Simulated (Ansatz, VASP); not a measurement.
# Two plane-wave programs on Hf

The input INCAR:

```
  PREC = Accurate
  ENCUT = 520
  EDIFF = 1E-6
  ISMEAR = 0
  SIGMA = 0.15
  LREAL = F
  LASPH = T
  NELM = 60
  ALGO = Normal
  ISIF = 2
  LWAVE = F
  LCHARG = F
  GGA = PS
  NBANDS = 11
```

Contents of KPOINTS:

```
regular mesh
0
Gamma
  18 18 18
```

Contents of POSCAR:

```
Hf
1.0
   -1.8050000000      1.8050000000      1.8591500000
    1.8050000000     -1.8050000000      1.8591500000
    1.8050000000      1.8050000000     -1.8591500000
Hf
1
Direct
    0.0000000000      0.0000000000      0.0000000000
```

Input for Ansatz:

```yaml
crystal:
  lattice:
    - [-1.805, 1.805, 1.85915]
    - [1.805, -1.805, 1.85915]
    - [1.805, 1.805, -1.85915]
  atoms:
    - { symbol: Hf, position: [0.0, 0.0, 0.0] }
basis:
  ecutwfc: 420
kpoints:
  mp_grid: { grid: [18, 18, 18] }
hamiltonian:
  xc: pbesol
scf:
  occupations: { method: gaussian, width: 0.15 }
output:
  forces: true
  stress: true
  eigenvalues: true
```

Change from the starting cell: strain +0.000 along x and y, +0.030 along z, atoms carried along.

Alike in both runs: task single point; functional PBEsol; k mesh 18 × 18 × 18; occupations gaussian, width 0.15 eV; no spin polarisation.

```csv
,VASP,Ansatz
version,VASP 6.6.1,Ansatz 0.2.0
potentials or method,"VASP PAW PBE potentials, release 64 (Hf_pv), cutoff 520 eV","scalar-relativistic, plane waves, PAW"
valence electrons in the cell,10,26
```

VASP gave:

* gap on the k mesh at the Fermi level (eV): none
* pressure (GPa): -11.4
* traceless stress, the component that is largest in VASP (GPa): 0.90

**Question.** What did Ansatz give for the same quantities?

**Answer.** gap on the k mesh at the Fermi level (eV): none; pressure (GPa): -11.1; traceless stress, the component that is largest in VASP (GPa): 0.87.

VASP's potentials were made for PBE, not for PBEsol. A gap of «none» marks a metal or a gap that the smearing closes. VASP's potentials hold 10 valence electrons a cell and Ansatz's 26, so a difference there can come from the potentials and not from the codes.

Neither program's run includes spin-orbit coupling.
